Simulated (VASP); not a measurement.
# TiMoSe4 (F-43m) in VASP: a series of runs

Runs on TiMoSe4. Level: PBE. Tasks: relaxation of cell and atoms, single point.

All numbers are computed with VASP 6.6.1; they aren't measurements. Logs are shortened: lines on timing, memory, paths and dates and some standing lists are left out, and cuts for length are marked.

### Step 1. The cell of the first run

The structure is cubic, space group F-43m (No. 216). Conventional cell: a = 8.543 Å, b = 8.543 Å, c = 8.543 Å, α = 90.00°, β = 90.00°, γ = 90.00°. Within 4.7 Å of Ti (site symmetry -43m) lie 12 Se at 3.54 Å and 4 Mo at 3.70 Å. Mo (site symmetry -43m) has 12 Se at 3.54 Å and 4 Ti at 3.70 Å within 4.7 Å. Se (site symmetry 3m) has 6 Se at 3.02 Å and 3 Mo at 3.54 Å and 3 Ti at 3.54 Å within 4.0 Å.

The cell was built from a structure type or drawn by symmetry, and may not be a known phase.

### Step 2. Relaxation of cell and atoms, PBE, collinear spin

File INCAR:

```
SYSTEM = TiMoSe4
ALGO = Normal ; EDIFF = 1E-6
EDIFFG = -0.08 ; ENCUT = 600
GGA = PE ; IBRION = 2
ISIF = 3 ; ISMEAR = 0
ISPIN = 2 ; LASPH = .True.
LCHARG = .False. ; LMAXMIX = 4
LORBIT = 11 ; LREAL = .False.
LWAVE = .False. ; MAGMOM = 1 1 0 0 0 0
NELM = 150 ; NSW = 36
PREC = Accurate ; SIGMA = 0.15
```

File KPOINTS:

```
k-points
0
Gamma
  3 3 3
  0 0 0
```

File POSCAR:

```
TiMoSe4
1.0
    0.0000000000      4.2712605700      4.2712605700
    4.2712605700      0.0000000000      4.2712605700
    4.2712605700      4.2712605700      0.0000000000
Ti Mo Se
1 1 4
Direct
    0.2500000000      0.2500000000      0.2500000000
    0.0000000000      0.0000000000      0.0000000000
    0.6251780600      0.1244658300      0.6251780600
    0.1244658300      0.6251780600      0.6251780600
    0.6251780600      0.6251780600      0.6251780600
    0.6251780600      0.6251780600      0.1244658300
```

Potentials or basis: VASP PAW PBE potentials, release 64 (Ti_sv, Mo_sv, Se).

Launch:

```
> cat potpaw_PBE.64/Ti_sv/POTCAR potpaw_PBE.64/Mo_sv/POTCAR potpaw_PBE.64/Se/POTCAR > POTCAR
> mpirun -np 1 vasp_std > vasp.out
```

OUTCAR:

```text
SYSTEM = TiMoSe4
   EDIFF = 1E-6
   EDIFFG = -0.08
   ENCUT = 600
   GGA = PE
   IBRION = 2
   ISIF = 3
   ISMEAR = 0
   ISPIN = 2
   LASPH = .True.
   LORBIT = 11
   LREAL = .False.
   NELM = 150
   NSW = 36
   PREC = Accurate

 ion  position               nearest neighbor table
   1  0.250  0.250  0.250-
   2  0.000  0.000  0.000-
   3  0.625  0.124  0.625-
   4  0.124  0.625  0.625-
   5  0.625  0.625  0.625-
   6  0.625  0.625  0.124-

  LATTYP: Found a face centered cubic cell.
 ALAT       =     8.5425211400

  Lattice vectors:

 A1 = (   0.0000000000,   4.2712605700,   4.2712605700)
 A2 = (   4.2712605700,   0.0000000000,   4.2712605700)
 A3 = (   4.2712605700,   4.2712605700,   0.0000000000)

Analysis of symmetry for initial positions (statically):
=====================================================================
 Subroutine PRICEL returns:
 Original cell was already a primitive cell.

 Routine SETGRP: Setting up the symmetry group for a
 face centered cubic supercell.

 Subroutine GETGRP returns: Found 24 space group operations
 (whereof 24 operations were pure point group operations)
 out of a pool of 48 trial point group operations.

The static configuration has the point symmetry T_d .

Analysis of symmetry for dynamics (positions and initial velocities):
=====================================================================
 Subroutine PRICEL returns:
 Original cell was already a primitive cell.

 Routine SETGRP: Setting up the symmetry group for a
 face centered cubic supercell.

 Subroutine GETGRP returns: Found 24 space group operations
 (whereof 24 operations were pure point group operations)
 out of a pool of 48 trial point group operations.

The dynamic configuration has the point symmetry T_d .

Analysis of structural, dynamic, and magnetic symmetry:
=====================================================================
 Subroutine PRICEL returns:
 Original cell was already a primitive cell.

 Routine SETGRP: Setting up the symmetry group for a
 face centered cubic supercell.

 Subroutine GETGRP returns: Found 24 space group operations
 (whereof 24 operations were pure point group operations)
 out of a pool of 48 trial point group operations.

The overall configuration has the point symmetry T_d .

 Subroutine INISYM returns: Found 24 space group operations
 (whereof 24 operations are pure point group operations),
 and found     1 'primitive' translations

----------------------------------------------------------------------------------------

                                     Primitive cell

  volume of cell :     155.8469

  direct lattice vectors                    reciprocal lattice vectors
     0.000000000  4.271260570  4.271260570    -0.117061460  0.117061460  0.117061460
     4.271260570  0.000000000  4.271260570     0.117061460 -0.117061460  0.117061460
     4.271260570  4.271260570  0.000000000     0.117061460  0.117061460 -0.117061460

  length of vectors
     6.040474627  6.040474627  6.040474627     0.202756397  0.202756397  0.202756397

  position of ions in fractional coordinates (direct lattice)
     0.250000000  0.250000000  0.250000000
     0.000000000  0.000000000  0.000000000
     0.625178060  0.124465830  0.625178060
     0.124465830  0.625178060  0.625178060
     0.625178060  0.625178060  0.625178060
     0.625178060  0.625178060  0.124465830

  ion indices of the primitive-cell ions
   primitive index   ion index
                 1           1
                 2           2
                 3           3
                 4           4
                 5           5
                 6           6

----------------------------------------------------------------------------------------

 KPOINTS: k-points

Automatic generation of k-mesh.
 Grid dimensions read from file:
 generate k-points for:    3    3    3

 Generating k-lattice:

  Cartesian coordinates                     Fractional coordinates (reciprocal lattice)
    -0.039020487  0.039020487  0.039020487     0.333333333  0.000000000  0.000000000
[... 43 lines left out ...]
   LHFCALC =     F    Hartree Fock is set to
   AEXX    =    0.0000 exact exchange contribution
   IVDW    =     0    specifies the selected vdW correction
   LEPSILON=     F    determine dielectric tensor
   LRPA    =     F    only Hartree local field effects (RPA)
 conjugate gradient relaxation of ions
 spin polarized calculation
 Gauss-broadening in eV      SIGMA  =   0.15
  energy-cutoff  :      600.00
  volume of cell :      155.85
 maximum number of plane-waves:      5237
   NGX = 25   NGY = 25   NGZ = 25

--------------------------------------- Ionic step        1  -------------------------------------------

 number of electron      50.0000004 magnetization       4.6395285

 Free energy of the ion-electron system (eV)
  ---------------------------------------------------
  ext. energy  EPLUGINS =         0.00000000
  ---------------------------------------------------
  free energy    TOTEN  =       -25.59807801 eV

  energy without entropy =      -25.46128819  energy(sigma->0) =      -25.52968310

 E-fermi :   4.4093     XC(G=0):  -9.6135

 val. band max:        4.3934616879   @ k =  -0.3333   0.3333   0.0000
 cond. band min:       4.4180165550   @ k =  -0.3333   0.3333   0.0000
 fundamental gap:      0.0245548671
 Fermi energy:         4.4093118631

 spin component 1

 k-point     1 :       0.0000    0.0000    0.0000
  band No.  band energies     occupation
      1     -57.4170      1.00000
      2     -53.7741      1.00000
      3     -31.6112      1.00000
      4     -31.6112      1.00000
      5     -31.6112      1.00000
      6     -30.0209      1.00000
[... 125 lines left out ...]
     30       4.7211      0.00165
     31       4.8581      0.00001
 Fermi energy:         4.4093118631

 spin component 2

 k-point     1 :       0.0000    0.0000    0.0000
  band No.  band energies     occupation
      1     -55.1517      1.00000
      2     -53.5542      1.00000
      3     -29.8001      1.00000
      4     -29.8001      1.00000
      5     -29.8001      1.00000
      6     -29.0963      1.00000
[... 362 lines left out ...]
  energy  without entropy=      -26.9744896173  energy(sigma->0) =      -27.00901435

--------------------------------------- Ionic step        7  -------------------------------------------

 number of electron      50.0000002 magnetization       1.0301221

 Free energy of the ion-electron system (eV)
  ---------------------------------------------------
  ext. energy  EPLUGINS =         0.00000000
  ---------------------------------------------------
  free energy    TOTEN  =       -27.04547369 eV

  energy without entropy =      -26.97758754  energy(sigma->0) =      -27.01153061

 E-fermi :   7.3443     XC(G=0): -10.9507

 val. band max:        7.3103456446   @ k =   0.3333   0.0000   0.0000
 cond. band min:       7.4389616115   @ k =   0.3333   0.0000   0.0000
 fundamental gap:      0.1286159669
 Fermi energy:         7.3443452518

 spin component 1

 k-point     1 :       0.0000    0.0000    0.0000
  band No.  band energies     occupation
      1     -54.2699      1.00000
      2     -49.9941      1.00000
      3     -28.3879      1.00000
      4     -28.3879      1.00000
      5     -28.3879      1.00000
      6     -26.2406      1.00000
[... 125 lines left out ...]
     30       8.4598      0.00000
     31       8.4926      0.00000
 Fermi energy:         7.3443452518

 spin component 2

 k-point     1 :       0.0000    0.0000    0.0000
  band No.  band energies     occupation
      1     -53.2109      1.00000
      2     -50.7041      1.00000
      3     -27.2189      1.00000
      4     -27.2189      1.00000
      5     -27.2189      1.00000
      6     -26.9483      1.00000
[... 158 lines left out ...]
  FREE ENERGIE OF THE ION-ELECTRON SYSTEM (eV)
  ---------------------------------------------------
  free  energy   TOTEN  =       -27.0454736925 eV

  energy  without entropy=      -26.9775875371  energy(sigma->0) =      -27.01153061

 reached required accuracy - stopping structural energy minimisation

 total charge

# of ion       s       p       d       tot
------------------------------------------
    1        2.126   6.006   1.857   9.989
    2        2.199   6.020   3.816  12.035
    3        1.552   2.093   0.095   3.739
    4        1.552   2.093   0.095   3.739
    5        1.552   2.093   0.095   3.739
    6        1.552   2.093   0.095   3.739
--------------------------------------------------
tot         10.532  20.398   6.051  36.981

 magnetization (x)

# of ion       s       p       d       tot
------------------------------------------
    1       -0.005  -0.001  -0.705  -0.711
    2        0.042   0.012   1.576   1.631
    3        0.003  -0.012   0.002  -0.007
    4        0.003  -0.012   0.002  -0.007
    5        0.003  -0.012   0.002  -0.007
    6        0.003  -0.012   0.002  -0.007
--------------------------------------------------
tot          0.051  -0.036   0.877   0.892
```

Wall time 5.8 min (1 thread of Intel Xeon 6975P-C (Granite Rapids), shared host); peak memory 0.44 GiB.

What came out:

| Item | Value |
| --- | --- |
| Free energy | -27.0455 eV |
| Relaxed volume | 19.63 Å³/atom |
| Relaxed cell | a = 5.502 Å, b = 5.502 Å, c = 5.502 Å, α = 60.00°, β = 60.00°, γ = 60.00° |
| Space group after relaxing (to 0.1 Å) | F-43m (No. 216) |
| Energy gained by relaxing | 241.2 meV/atom |
| Ionic steps | 7 |
| Pressure after relaxing | 0.2 GPa |
| Largest force after relaxing | 0.038 eV/Å |
| Net moment | 1.03 μB per cell |
| Site moments | Ti -0.71; Mo +1.63; Se -0.01 μB |
| Valence electrons inside the program's atomic spheres | Ti 9.99; Mo 12.04; Se 3.74 |

Forces in eV/Å, atoms in the order of the input:
```
Ti   0.000  0.000  0.000
Mo   0.000  0.000  0.000
Se  -0.022  0.022 -0.022
Se   0.022 -0.022 -0.022
Se   0.022  0.022  0.022
Se  -0.022 -0.022  0.022
```

The path:
```
step  energy change (eV)  largest force (eV/Å)  pressure (GPa)  volume (Å³)
   1              0.0000                0.0119           -8.73       155.85
   2             -1.3846                0.0683           -2.41       126.07
   3             -1.4222                0.1010           -1.55       123.01
   4             -1.4436                0.1690            0.55       117.06
   5             -1.4457                0.1544           -0.08       118.56
   6             -1.4455                0.1613            0.19       117.88
   7             -1.4474                0.0381            0.20       117.80
```

Final structure:
```cif
data_structure
_symmetry_space_group_name_H-M 'P 1'
_symmetry_Int_Tables_number 1
_cell_length_a 5.5024
_cell_length_b 5.5024
_cell_length_c 5.5024
_cell_angle_alpha 60.000
_cell_angle_beta 60.000
_cell_angle_gamma 60.000
_cell_volume 117.80
loop_
_atom_site_label
_atom_site_type_symbol
_atom_site_fract_x
_atom_site_fract_y
_atom_site_fract_z
_atom_site_occupancy
Ti1 Ti 0.25000 0.25000 0.25000 1
Mo1 Mo 0.00000 0.00000 0.00000 1
Se1 Se 0.62462 0.12615 0.62462 1
Se2 Se 0.12615 0.62462 0.62462 1
Se3 Se 0.62462 0.62462 0.62462 1
Se4 Se 0.62462 0.62462 0.12615 1
```

Caveat: the k points lie up to 0.47 Å⁻¹ apart in the final cell; the volume moved by over 15 % at a fixed basis, so the end points are rough; the relaxation stopped at a loose force limit of 0.08 eV/Å, so its end isn't a converged minimum.

### Step 3. Relaxation of cell and atoms, PBE, collinear spin

This run uses another cell than the first one, of 22.88 Å³/atom.

File INCAR:

```
PREC = Accurate
ENCUT = 600
EDIFF = 1E-7
ISMEAR = 0
SIGMA = 0.15
LREAL = F
LASPH = T
NELM = 150
ALGO = Normal
ISIF = 3
LWAVE = F
LCHARG = F
ISPIN = 2
MAGMOM = 1 1 0 0 0 0
LORBIT = 11
LMAXMIX = 4
GGA = PE
IBRION = 2
NSW = 36
EDIFFG = -0.08
```

File KPOINTS:

```
Automatic mesh
0
Gamma
  3 3 3
```

File POSCAR:

```
TiMoSe4
1.0
    0.0000000000      4.0944979800      4.0944979800
    4.0944979800      0.0000000000      4.0944979800
    4.0944979800      4.0944979800      0.0000000000
Ti Mo Se
1 1 4
Direct
    0.0000000000      0.0000000000      0.0000000000
    0.7500000000      0.7500000000      0.7500000000
    0.8728322400      0.3757225900      0.3757225900
    0.3757225900      0.3757225900      0.3757225900
    0.3757225900      0.8728322400      0.3757225900
    0.3757225900      0.3757225900      0.8728322400
```

Potentials or basis: VASP PAW PBE potentials, release 64 (Ti_sv, Mo_sv, Se).

Launch:

```
> cat potpaw_PBE.64/Ti_sv/POTCAR potpaw_PBE.64/Mo_sv/POTCAR potpaw_PBE.64/Se/POTCAR > POTCAR
> mpirun -np 1 vasp_std > vasp.out
```

Run time: 4.6 min. Hardware: 1 thread of AMD EPYC 9R45 (Zen 5), shared host; peak memory 0.4 GiB.

The run converged. Its results:

```
Free energy                                           : -27.0436 eV
Relaxed volume                                        : 19.65 Å³/atom
Relaxed cell                                          : a = 5.504 Å, b = 5.504 Å, c = 5.504 Å, α = 60.00°, β = 60.00°, γ = 60.00°
Space group after relaxing (to 0.1 Å)                 : F-43m (No. 216)
Energy gained by relaxing                             : 55.2 meV/atom
Ionic steps                                           : 5
Pressure after relaxing                               : 0.2 GPa
Largest force after relaxing                          : 0.041 eV/Å
Net moment                                            : 1.03 μB per cell
Site moments                                          : Ti -0.71; Mo +1.64; Se -0.01 μB
Valence electrons inside the program's atomic spheres : Ti 9.99; Mo 12.04; Se 3.74
```

Forces in eV/Å, atoms in the order of the input:
```
Ti   0.000  0.000  0.000
Mo   0.000  0.000  0.000
Se   0.024 -0.024 -0.024
Se   0.024  0.024  0.024
Se  -0.024  0.024 -0.024
Se  -0.024 -0.024  0.024
```

The path:
```
step  energy change (eV)  largest force (eV/Å)  pressure (GPa)  volume (Å³)
   1              0.0000                0.1154           -5.08       137.29
   2             -0.3013                0.1278           -1.65       123.37
   3             -0.3299                0.1395            0.02       118.26
   4             -0.3298                0.1391            0.17       117.90
   5             -0.3313                0.0413            0.15       117.88
```

Final structure:
```
Ti Mo Se
1.0
     0.00000    3.89162    3.89162
     3.89162    0.00000    3.89162
     3.89162    3.89162    0.00000
Ti Mo Se
1 1 4
Direct
  0.00000 0.00000 0.00000
  0.75000 0.75000 0.75000
  0.87617 0.37461 0.37461
  0.37461 0.37461 0.37461
  0.37461 0.87617 0.37461
  0.37461 0.37461 0.87617
```

Levels at points of the mesh, in eV from the Fermi level:
Spin up:
```csv
k point,band 23,band 24,band 25,band 26,band 27,band 28
"(0.00, 0.00, 0.00)",0.17,0.17,1.29,1.29,1.29,1.45
```
Spin down:
| k point | band 21 | band 22 | band 23 | band 24 | band 25 | band 26 |
| --- | --- | --- | --- | --- | --- | --- |
| (0.00, 0.00, 0.00) | -0.48 | -0.48 | 0.81 | 0.81 | 1.21 | 1.21 |

Caveat: the k points lie up to 0.47 Å⁻¹ apart in the final cell; the relaxation stopped at a loose force limit of 0.08 eV/Å, so its end isn't a converged minimum.

### Step 4. Single point, PBE, collinear spin

This run uses another cell than the first one, of 38.19 Å³/atom.

File INCAR:

```
SYSTEM = TiMoSe4
PREC     = Accurate       ! precision mode
ENCUT    = 520            ! plane-wave cutoff, eV
EDIFF    = 1E-6           ! SCF threshold, eV
ISMEAR   = 0              ! smearing method
SIGMA    = 0.15           ! smearing width, eV
LREAL    = .False.        ! projectors in reciprocal space
LASPH    = .True.         ! aspherical terms in the spheres
NELM     = 150            ! most SCF steps
ALGO     = Normal         ! electronic algorithm
ISIF     = 2              ! what is computed and relaxed
LWAVE    = .False.        ! write WAVECAR
LCHARG   = .True.         ! write CHGCAR
ISPIN    = 2              ! spin polarisation
MAGMOM   = 1 1 0 0 0 0    ! initial moments
LORBIT   = 11             ! projections on sites
LMAXMIX  = 4              ! l up to which the mixer works
GGA      = PE             ! functional
LELF     = .True.         ! ELF
LVHAR    = .True.       
NBANDS   = 38             ! bands
```

File KPOINTS:

```
regular mesh
0
Gamma
  3 3 3
  0 0 0
```

File POSCAR:

```
TiMoSe4
1.0
    0.0000000000      4.8568638530      4.8568638530
    4.8568638530      0.0000000000      4.8568638530
    4.8568638530      4.8568638530      0.0000000000
Ti Mo Se
1 1 4
Direct
    0.0000000000      0.0000000000      0.0000000000
    0.5000000000      0.5000000000      0.5000000000
    0.9126784116      0.3624405295      0.3624405295
    0.3624405295      0.3624405295      0.3624405295
    0.3624405295      0.9126784116      0.3624405295
    0.3624405295      0.3624405295      0.9126784116
```

Launch:

```
> cat potpaw_PBE.64/Ti_sv/POTCAR potpaw_PBE.64/Mo_sv/POTCAR potpaw_PBE.64/Se/POTCAR > POTCAR
> mpirun -np 1 vasp_std > vasp.out
```

It took 9 min on 1 thread of Intel Xeon 8259CL, shared host; peak memory 0.54 GiB.

It converged, with:

```
Free energy                                           : -28.3097 eV
Pressure                                              : 0.4 GPa
Largest force                                         : 0.007 eV/Å
Band gap on the k mesh                                : zero (filled and empty bands overlap)
Net moment                                            : 0.00 μB per cell
Valence electrons inside the program's atomic spheres : Ti 9.98; Mo 12.59; Se 3.82
```

Forces in eV/Å, atoms in the order of the input:
```
Ti   0.000  0.000  0.000
Mo   0.000  0.000  0.000
Se   0.004 -0.004 -0.004
Se   0.004  0.004  0.004
Se  -0.004  0.004 -0.004
Se  -0.004 -0.004  0.004
```

Levels at points of the mesh, in eV from the Fermi level:
Spin up:
| k point | band 21 | band 22 | band 23 | band 24 | band 25 | band 26 | band 27 | band 28 |
| --- | --- | --- | --- | --- | --- | --- | --- | --- |
| (0.00, 0.00, 0.00) | -2.46 | -0.22 | 0.01 | 0.01 | 0.02 | 0.02 | 0.02 | 0.12 |
Spin down:
| k point | band 20 | band 21 | band 22 | band 23 | band 24 | band 25 | band 26 | band 27 | band 28 | band 29 |
| --- | --- | --- | --- | --- | --- | --- | --- | --- | --- | --- |
| (0.00, 0.00, 0.00) | -2.46 | -2.46 | -0.21 | 0.01 | 0.01 | 0.02 | 0.02 | 0.02 | 0.12 | 0.12 |

Caveat: the k points lie up to 0.37 Å⁻¹ apart.

### Step 5. Overview

| task | cell | cutoff (eV) | gap on the mesh (eV) | pressure (GPa) | moment (μB) | relaxed volume (Å³/atom) | largest force (eV/Å) |
| --- | --- | --- | --- | --- | --- | --- | --- |
| relaxation of cell and atoms | relaxed from a = 6.040 Å, angles 60.0°, 6 atoms, atomic positions A | 600 | none | 0.2 | 1.03 | 19.63 | 0.04 |
| relaxation of cell and atoms | relaxed from a = 5.790 Å, angles 60.0°, 6 atoms, atomic positions A | 600 | none | 0.2 | 1.03 | 19.65 | 0.04 |
| single point | a = 6.869 Å, angles 60.0°, 6 atoms, atomic positions B | 520 | none | 0.4 | 0.00 | - | 0.01 |

Alike in all rows: level PBE; potentials or basis VASP PAW PBE potentials, release 64 (Ti_sv, Mo_sv, Se); spin collinear; k mesh 3 × 3 × 3; smearing gaussian 0.15 eV.

Caveats: all runs use coarse meshes; the relaxation stopped at a loose force limit of 0.08 eV/Å, so its end isn't a converged minimum (at least some runs); the volume moved by over 15 % at a fixed basis, so the end points are rough (at least some runs).

Absolute energies hang on the potentials; compare differences alone.
